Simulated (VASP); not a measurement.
The system is Pb.

```
CELL_PARAMETERS angstrom
0.00000 2.49141 2.49141
2.49141 0.00000 2.49141
2.49141 2.49141 0.00000
ATOMIC_POSITIONS crystal
Pb 0.00000 0.00000 0.00000
```

Base run:

| Property | Result |
| --- | --- |
| Program | VASP 6.6.1 |
| Functional | r2SCAN |
| Potentials or basis | VASP PAW PBE potentials, release 64 (Pb_d) |
| Cutoff | 520 eV |
| k mesh | 9 × 9 × 9 |
| Occupations | fermi-dirac, width 0.05 eV |
| Spin | non-collinear spin, zero start, spin-orbit coupling |
| Starting moments | [[0.0, 0.0, 0.0]] μB |

Its results: pressure 0.3 GPa; net moment 0.00 μB per cell.

The run is repeated on the same cell with these changes: functional from r2SCAN to PBEsol. What comes out?

Pressure -1.5 GPa; net moment 0.00 μB per cell.

Caveats: the PAW data sets were made with another functional, which shifts forces and pressure a little.
